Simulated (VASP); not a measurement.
# TiCo (Pm-3m) in VASP: a series of runs, part 3 of 3

VASP 6.6.1.

## Step 6: Relaxation of cell and atoms, BLYP+D4, collinear spin, ferromagnetic start

The input, INCAR:

```
AGGAC    = 1.0          
AGGAX    = 1.0          
ALDAC    = 0.0          
ALDAX    = 1.0          
ALGO     = Normal         # electronic algorithm
EDIFF    = 1E-6           # SCF threshold, eV
EDIFFG   = -0.01          # ionic threshold
ENCUT    = 600            # plane-wave cutoff, eV
GGA      = B5             # functional
IBRION   = 2              # ionic algorithm
ISIF     = 3              # what is computed and relaxed
ISMEAR   = -1             # smearing method
ISPIN    = 2              # spin polarisation
IVDW     = 13             # dispersion correction
LASPH    = True           # aspherical terms in the spheres
LCHARG   = False          # write CHGCAR
LMAXMIX  = 4              # l up to which the mixer works
LORBIT   = 11             # projections on sites
LREAL    = False          # projectors in reciprocal space
LWAVE    = False          # write WAVECAR
MAGMOM   = 2 1            # initial moments
NELM     = 150            # most SCF steps
NSW      = 80             # ionic steps
PREC     = Accurate       # precision mode
SIGMA    = 0.05           # smearing width, eV
VDW_A1   = 0.44488865   
VDW_A2   = 4.0933009    
VDW_S6   = 1.0          
VDW_S8   = 2.34076671
```

The input, KPOINTS:

```
k-points
0
Gamma
  9 9 9
```

The input, POSCAR:

```
TiCo
1.0
    2.9861109900      0.0000000000      0.0000000000
    0.0000000000      2.9861109900      0.0000000000
    0.0000000000      0.0000000000      2.9861109900
Co Ti
1 1
Direct
    0.5000000000      0.5000000000      0.5000000000
    0.0000000000      0.0000000000      0.0000000000
```

Potentials or basis: VASP PAW PBE potentials, release 64 (Co, Ti_sv).

The run is started by

```console
$ cat potpaw_PBE.64/Co/POTCAR potpaw_PBE.64/Ti_sv/POTCAR > POTCAR
$ mpirun -np 1 vasp_std > vasp.out
```

OUTCAR:

```text
EDIFF = 1E-6
   EDIFFG = -0.01
   ENCUT = 600
   GGA = B5
   IBRION = 2
   ISIF = 3
   ISMEAR = -1
   ISPIN = 2
   IVDW = 13
   LASPH = True
   LORBIT = 11
   LREAL = False
   NELM = 150
   NSW = 80
   PREC = Accurate

 ion  position               nearest neighbor table
   1  0.500  0.500  0.500-   2 2.59   2 2.59   2 2.59   2 2.59   2 2.59   2 2.59   2 2.59   2 2.59

   2  0.000  0.000  0.000-   1 2.59   1 2.59   1 2.59   1 2.59   1 2.59   1 2.59   1 2.59   1 2.59

  LATTYP: Found a simple cubic cell.
 ALAT       =     2.9861109900

  Lattice vectors:

 A1 = (   2.9861109900,   0.0000000000,   0.0000000000)
 A2 = (   0.0000000000,   2.9861109900,   0.0000000000)
 A3 = (   0.0000000000,   0.0000000000,   2.9861109900)

Analysis of symmetry for initial positions (statically):
=====================================================================
 Subroutine PRICEL returns:
 Original cell was already a primitive cell.

[... 278 lines left out ...]
 fundamental gap:      0.0546937142
 Fermi energy:        10.6626969376

 spin component 1

 k-point     1 :       0.0000    0.0000    0.0000
  band No.  band energies     occupation
      1     -46.3460      1.00000
      2     -22.6002      1.00000
      3     -22.6002      1.00000
      4     -22.6002      1.00000
      5       3.0606      1.00000
      6       6.5146      1.00000
[... 435 lines left out ...]
      5       6.4059      1.00000
      6       7.0206      1.00000
[... 8 lines left out ...]
     15      13.3428      0.00000
     16      14.7806      0.00000

 [... further k-points ...]

 spin component 2

 k-point     1 :       0.0000    0.0000    0.0000
  band No.  band energies     occupation
      1     -46.3337      1.00000
      2     -22.5883      1.00000
      3     -22.5883      1.00000
      4     -22.5883      1.00000
      5       3.0676      1.00000
      6       7.0271      1.00000
[... 480 lines left out ...]
  FREE ENERGIE OF THE ION-ELECTRON SYSTEM (eV)
  ---------------------------------------------------
  free  energy   TOTEN  =       -14.8355842287 eV

  energy  without entropy=      -14.8176452816  energy(sigma->0) =      -14.82661476

 reached required accuracy - stopping structural energy minimisation

 total charge

# of ion       s       p       d       tot
------------------------------------------
    1        0.534   0.449   7.379   8.362
    2        2.249   6.177   1.931  10.357
--------------------------------------------------
tot          2.783   6.626   9.310  18.719

 magnetization (x)

# of ion       s       p       d       tot
------------------------------------------
    1        0.023  -0.005   0.715   0.733
    2       -0.002  -0.010   0.010  -0.002
--------------------------------------------------
tot          0.021  -0.015   0.725   0.731
```

OSZICAR:

```text
N       E                     dE             d eps       ncg     rms          rms(c)
DAV:   1     0.160398872079E+03    0.16040E+03   -0.11775E+04  2248   0.189E+03
DAV:   2    -0.650622888303E+01   -0.16691E+03   -0.16321E+03  2368   0.385E+02
DAV:   3    -0.150222734572E+02   -0.85160E+01   -0.84416E+01  3184   0.950E+01
[... 34 lines left out ...]
DAV:   6    -0.136530647544E+02   -0.33925E-03   -0.50832E-04  3408   0.144E-01    0.198E-01
DAV:   7    -0.136536858921E+02   -0.62114E-03   -0.21853E-03  3496   0.399E-01    0.340E-02
DAV:   8    -0.136537290282E+02   -0.43136E-04   -0.25295E-04  3392   0.102E-01    0.270E-02
DAV:   9    -0.136537390085E+02   -0.99803E-05   -0.35402E-05  2792   0.664E-02    0.119E-02
DAV:  10    -0.136537412745E+02   -0.22660E-05   -0.11900E-05  2616   0.356E-02    0.542E-03
DAV:  11    -0.136537411480E+02    0.12647E-06   -0.11712E-06  1592   0.101E-02
   3 F= -.14835584E+02 E0= -.14826615E+02  d E =-.399288E-02  mag=     0.6988
```

It took 78 s on 1 thread of Intel Xeon Platinum 8488C (Sapphire Rapids), shared host; peak memory 0.17 GiB.

What came out:

```yaml
Free_energy: -14.8356 eV
Relaxed_volume: 13.09 Å³/atom
Relaxed_cell: a = 2.969 Å, b = 2.969 Å, c = 2.969 Å, α = 90.00°, β = 90.00°, γ = 90.00°
Space_group_after_relaxing_to_0.05_Å: Pm-3m (No. 221)
Energy_gained_by_relaxing: 2.0 meV/atom
Ionic_steps: 3
Pressure_after_relaxing: 0.0 GPa
Net_moment: 0.70 μB per cell
Site_moments: Co +0.73; Ti -0.00 μB
Valence_electrons_inside_the_program's_atomic_spheres: Co 8.36; Ti 10.36
Dispersion_energy_per_atom: -0.591 eV
```

The path:
```
step  energy change (eV)  largest force (eV/Å)  pressure (GPa)  volume (Å³)
   1              0.0000                0.0000           -2.79        26.63
   2             -0.0002                0.0000            2.93        25.74
   3             -0.0040                0.0000           -0.04        26.17
```

Final structure:
```cif
data_structure
_symmetry_space_group_name_H-M 'P 1'
_symmetry_Int_Tables_number 1
_cell_length_a 2.9689
_cell_length_b 2.9689
_cell_length_c 2.9689
_cell_angle_alpha 90.000
_cell_angle_beta 90.000
_cell_angle_gamma 90.000
_cell_volume 26.17
loop_
_atom_site_label
_atom_site_type_symbol
_atom_site_fract_x
_atom_site_fract_y
_atom_site_fract_z
_atom_site_occupancy
Co1 Co 0.50000 0.50000 0.50000 1
Ti1 Ti 0.00000 0.00000 0.00000 1
```

Levels at points of the mesh, in eV from the Fermi level:
Spin up:
```
           k point  band 7  band 8  band 9  band 10  band 11  band 12  band 13  band 14
(0.00, 0.00, 0.00)   -4.15   -1.86   -1.86    -1.86     0.50     0.50     2.58     2.58
```
Spin down:
| k point | band 7 | band 8 | band 9 | band 10 | band 11 | band 12 | band 13 | band 14 |
| --- | --- | --- | --- | --- | --- | --- | --- | --- |
| (0.00, 0.00, 0.00) | -3.64 | -1.45 | -1.45 | -1.45 | 0.94 | 0.94 | 2.68 | 2.68 |

Caveat: the PAW data sets were made with another functional, which shifts forces and pressure a little; pairwise dispersion overbinds metals, which lowers pressure and volume.

## Step 7: The runs side by side

```csv
task,level,potentials or basis,cell,cutoff (eV),smearing,gap on the mesh (eV),pressure (GPa),moment (μB)
single point,PBE,"VASP PAW PBE potentials, release 64 (Co, Ti_sv)",as given,520,gaussian 0.027 eV,none,-0.8,0.84
single point,LDA,"VASP PAW LDA potentials, release 64 (Co, Ti_sv)",as given,520,fermi-dirac 0.05 eV,none,-14.8,0.44
single point,PBE,"VASP PAW PBE potentials, release 64 (Co, Ti_sv)",as given,520,gaussian 0.021 eV,none,-0.8,0.84
single point,PBE,"VASP PAW PBE potentials, release 64 (Co, Ti_sv)",as given,520,gaussian 0.1 eV,none,-1.1,0.80
relaxation of cell and atoms,BLYP+D4,"VASP PAW PBE potentials, release 64 (Co, Ti_sv)",relaxed,600,fermi-dirac 0.05 eV,none,0.0,0.70
```

Alike in all rows: spin collinear, ferromagnetic start; k mesh 9 × 9 × 9.

Caveats: the PAW data sets were made with another functional, which shifts forces and pressure a little (some runs); pairwise dispersion overbinds metals, which lowers pressure and volume (some runs).

Absolute energies hang on the potentials; compare differences alone.
